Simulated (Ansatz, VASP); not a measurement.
# Two plane-wave programs on BeS

File INCAR:

```
SYSTEM = BeS
PREC = Accurate
ENCUT = 600
EDIFF = 1E-6
ISMEAR = 0
SIGMA = 0.1
LREAL = .FALSE.
LASPH = .TRUE.
NELM = 120
ALGO = Normal
ISIF = 2
LWAVE = .FALSE.
LCHARG = .FALSE.
GGA = PS
NBANDS = 11
GGA_COMPAT = .FALSE.
```

File KPOINTS:

```
Automatic mesh
0
G
  6 6 6
  0 0 0
```

The input POSCAR:

```
BeS
1.0
    0.0000000000      2.4200000000      2.4200000000
    2.4200000000      0.0000000000      2.4200000000
    2.4200000000      2.4200000000      0.0000000000
Be S
1 1
Direct
    0.0000000000      0.0000000000      0.0000000000
    0.2500000000      0.2500000000      0.2500000000
```

Input for Ansatz:

```yaml
crystal:
  lattice:
    - [0.0, 2.42, 2.42]
    - [2.42, 0.0, 2.42]
    - [2.42, 2.42, 0.0]
  atoms:
    - { symbol: Be, position: [0.0, 0.0, 0.0] }
    - { symbol: S, position: [0.25, 0.25, 0.25] }
basis:
  ecutwfc: 420
kpoints:
  mp_grid: { grid: [6, 6, 6] }
hamiltonian:
  xc: pbesol
  pseudopotentials: { kind: paw, azcp: { folder: soft_1 } }
scf:
  occupations: { method: gaussian, width: 0.1 }
output:
  forces: true
  stress: true
  eigenvalues: true
```

Alike in both runs: task single point; functional PBEsol; k mesh 6 × 6 × 6; occupations gaussian, width 0.1 eV; no spin polarisation.

|  | VASP | Ansatz |
| --- | --- | --- |
| version | VASP 6.6.1 | Ansatz 0.2.0 |
| potentials or method | VASP PAW PBE potentials, release 64 (Be, S), cutoff 600 eV | scalar-relativistic, plane waves, PAW |
| valence electrons in the cell | 8 | 8 |

|  | VASP | Ansatz | Ansatz less VASP |
| --- | --- | --- | --- |
| gap on the k mesh at the Fermi level (eV) | 2.91 | 2.91 | -0.002 |
| least direct gap on the mesh (eV) | 5.61 | 5.58 | -0.025 |
| pressure (GPa) | 0.1 | -0.1 | -0.21 |

VASP's potentials were made for PBE, not for PBEsol, and Ansatz warns of the same on its side. With one functional, cell and mesh, what is left measures potentials, basis and numerics.
